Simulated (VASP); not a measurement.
Set up this calculation in VASP 6.6.1, as the native input.

* Task: single point
* Functional: PBEsol
* Potentials or basis: VASP PAW PBE potentials, release 64 (Rb_sv)
* Cutoff: 520 eV
* k mesh: 7 × 7 × 12
* Occupations: gaussian, width 0.1 eV
* Spin: no spin polarisation
* Dipole correction: no
* Further INCAR settings: ALGO = Fast; EDIFF = 1e-07; NBANDS = 10; ISYM = 0

The structure of Rb lies in POSCAR:

```
Rb
1.0
    5.4384501876      0.0000000000      0.0000000000
    0.0000000000      5.4384501876      0.0000000000
   -2.7192250938      2.7192250938      2.8681254471
Rb
1
Direct
    0.0000000000      0.0000000000      0.0000000000
```

These files were run (other wordings do the same):

INCAR

```
  PREC = Accurate
  ENCUT = 520
  EDIFF = 1E-7
  ISMEAR = 0
  SIGMA = 0.1
  LREAL = False
  LASPH = True
  NELM = 100
  ALGO = Fast
  ISIF = 2
  LWAVE = False
  LCHARG = False
  GGA = PS
  ISYM = 0
  NBANDS = 10
```

KPOINTS

```
regular mesh
0
Gamma
  7 7 12
```

Potentials or basis: VASP PAW PBE potentials, release 64 (Rb_sv).

Command:

```bash
$ cat potpaw_PBE.64/Rb_sv/POTCAR > POTCAR
$ mpirun -np 1 vasp_std > vasp.out
```

Results of the run:

| Item | Value |
| --- | --- |
| Pressure | 0.1 GPa |
| Band gap on the k mesh | zero (an odd number of electrons rules out a gap without spin polarisation) |

Caveat: the PAW data sets were made with another functional, which shifts forces and pressure a little.

Wall time 8.7 min on 1 thread of Oxide Virtual Turin-like Processor, on a shared host, peak memory 0.36 GiB.
